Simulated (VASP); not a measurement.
Set up this calculation in VASP 6.6.1, as the native input.

```
Task                   : electric field gradients
Functional             : r2SCAN
Potentials or basis    : VASP PAW PBE potentials, release 64 (B, Mg)
Cutoff                 : 580 eV
k mesh                 : 11 × 11 × 11
Occupations            : fermi-dirac, width 0.05 eV
Spin                   : no spin polarisation
Dipole correction      : no
Further INCAR settings : ALGO = Normal; EDIFF = 1e-08; NBANDS = 10
```

Crystal: MgB (CsCl type).

```
CELL_PARAMETERS angstrom
2.89310 0.00000 0.00000
0.00000 2.89310 0.00000
0.00000 0.00000 2.89310
ATOMIC_POSITIONS crystal
B 0.00000 0.00000 0.00000
Mg 0.50000 0.50000 0.50000
```

One way to write it, as run:

POSCAR

```
MgB
1.0
    2.8930974391      0.0000000000      0.0000000000
    0.0000000000      2.8930974391      0.0000000000
    0.0000000000      0.0000000000      2.8930974391
B Mg
1 1
Direct
    0.0000000000      0.0000000000      0.0000000000
    0.5000000000      0.5000000000      0.5000000000
```

INCAR.step1

```
SYSTEM = MgB
  PREC = Accurate
  ENCUT = 580
  ISMEAR = -1
  SIGMA = 0.05
  LREAL = .FALSE.
  LASPH = .TRUE.
  NELM = 120
  NBANDS = 10
  GGA = PE
  ALGO = Normal
  EDIFF = 1E-5
  LWAVE = .TRUE.
  LCHARG = .FALSE.
  GGA_COMPAT = .FALSE.
```

INCAR.step2

```
SYSTEM = MgB
  PREC = Accurate
  ENCUT = 580
  EDIFF = 1E-8
  ISMEAR = -1
  SIGMA = 0.05
  LREAL = .FALSE.
  LASPH = .TRUE.
  NELM = 120
  ALGO = Normal
  ISIF = 2
  LWAVE = .FALSE.
  LCHARG = .FALSE.
  METAGGA = R2SCAN
  LMIXTAU = .TRUE.
  LEFG = .TRUE.
  NBANDS = 10
  ISTART = 1
  GGA_COMPAT = .FALSE.
```

KPOINTS

```
Automatic mesh
0
G
  11 11 11
  0 0 0
```

Potentials or basis: VASP PAW PBE potentials, release 64 (B, Mg).

Run with:

```console
$ cat potpaw_PBE.64/B/POTCAR potpaw_PBE.64/Mg/POTCAR > POTCAR
$ cp INCAR.step1 INCAR
$ mpirun -np 1 vasp_std > vasp.out
$ cp INCAR.step2 INCAR
$ mpirun -np 1 vasp_std > vasp.out
```

It gave:

```json
{
  "Pressure": "-1.4 GPa"
}
```

Caveat: without QUAD_EFG the Cq values of the log hold for a quadrupole moment of 1 mb, not for the nuclei; the PAW data sets were made with another functional, which shifts forces and pressure a little.

It took 22 s on 1 thread of Intel Xeon 6975P-C (shared host), peak memory 0.16 GiB.
